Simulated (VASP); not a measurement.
The system is Si3C.

```
Si C
1.0
     2.52267   -3.19150    0.00000
     2.52267    3.19150    0.00000
     0.00000    0.00000    3.05775
Si C
3 1
Direct
  0.00000 0.50000 0.00000
  0.00000 0.00000 0.50000
  0.50000 0.00000 0.00000
  0.50000 0.50000 0.50000
```

- Program: VASP 6.6.1
- Task: relaxation of cell and atoms
- Functional: PBE
- Potentials or basis: VASP PAW PBE potentials, release 64 (Si, C)
- Cutoff: 600 eV
- k mesh: 12 × 12 × 16
- Occupations: gaussian, width 0.1 eV
- Spin: no spin polarisation

At the start: pressure -0.4 GPa; volume 12.31 Å³/atom.

Task: Where does the relaxation end?

Result: Over 12 steps the energy falls by 3.0 meV/atom and the volume is 12.26 Å³/atom (-0.4 %); space group Cmmm (No. 65, to 0.05 Å).

The path:
| step | energy change (eV) | largest force (eV/Å) | pressure (GPa) | volume (Å³) |
| --- | --- | --- | --- | --- |
| 1 | 0.0000 | 0.0000 | -0.37 | 49.24 |
| 2 | -0.0060 | 0.0000 | 0.24 | 49.03 |
| 3 | -0.0081 | 0.0000 | 0.88 | 48.81 |
| 4 | -0.0097 | 0.0000 | -0.18 | 49.30 |
| 5 | -0.0098 | 0.0000 | -0.06 | 49.24 |
| 6 | -0.0101 | 0.0000 | -0.07 | 49.23 |
| 7 | -0.0108 | 0.0000 | -0.10 | 49.20 |
| 8 | -0.0117 | 0.0000 | -0.14 | 49.13 |
| 9 | -0.0118 | 0.0000 | -0.15 | 49.14 |
| 10 | -0.0118 | 0.0000 | -0.15 | 49.14 |
| 11 | -0.0116 | 0.0000 | 0.40 | 48.88 |
| 12 | -0.0118 | 0.0000 | 0.04 | 49.05 |

Final structure:
```
Si C
1.0
     2.55264   -3.10157    0.00000
     2.55264    3.10157    0.00000
     0.00000    0.00000    3.09773
Si C
3 1
Direct
  0.00000 0.50000 0.00000
  0.00000 0.00000 0.50000
  0.50000 0.00000 0.00000
  0.50000 0.50000 0.50000
```
